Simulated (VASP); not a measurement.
Crystal: PrAgC.

```
CELL_PARAMETERS angstrom
4.16667 0.00000 0.00000
-2.08333 3.60844 0.00000
0.00000 0.00000 4.68440
ATOMIC_POSITIONS crystal
Pr 0.66667 0.33333 0.00000
Ag 0.00000 0.00000 0.50000
C 0.33333 0.66667 0.50000
```

The cell was generated, and may not be a known phase.

| Item | Value |
| --- | --- |
| Program | VASP 6.6.1 |
| Task | relaxation of cell and atoms |
| Functional | PBE |
| Potentials or basis | VASP PAW PBE potentials, release 64 (Pr_3, Ag, C), 4f in core |
| Cutoff | 600 eV |
| k mesh | 6 × 6 × 4 |
| Occupations | gaussian, width 0.1 eV |
| Spin | no spin polarisation |

At the start: pressure -14.0 GPa; volume 23.48 Å³/atom.

Problem. How do energy, volume and symmetry change on relaxing?

Solution. Over 6 steps the energy falls by 323.9 meV/atom and the volume is 18.18 Å³/atom (-22.6 %); space group P-6m2 (No. 187, to 0.1 Å) before and after.

The path:
```
step  energy change (eV)  largest force (eV/Å)  pressure (GPa)  volume (Å³)
   1              0.0000                0.0000          -13.97        70.43
   2             -0.8103                0.0000            8.34        51.53
   3             -0.8842                0.0000            0.64        54.90
   4             -0.9423                0.0000            0.33        54.76
   5             -0.9669                0.0000            0.12        54.39
   6             -0.9718                0.0000            0.13        54.53
```

Final structure:
```yaml
crystal:
  lattice:
    - [3.98548, 0.00000, 0.00000]
    - [-1.99274, 3.45153, 0.00000]
    - [0.00000, 0.00000, 3.96377]
  atoms:
    - { symbol: Pr, position: [0.66667, 0.33333, 0.00000] }
    - { symbol: Ag, position: [0.00000, 0.00000, 0.50000] }
    - { symbol: C, position: [0.33333, 0.66667, 0.50000] }
```

Caveat: the volume moved by over 15 % at a fixed basis, so the end points are rough.
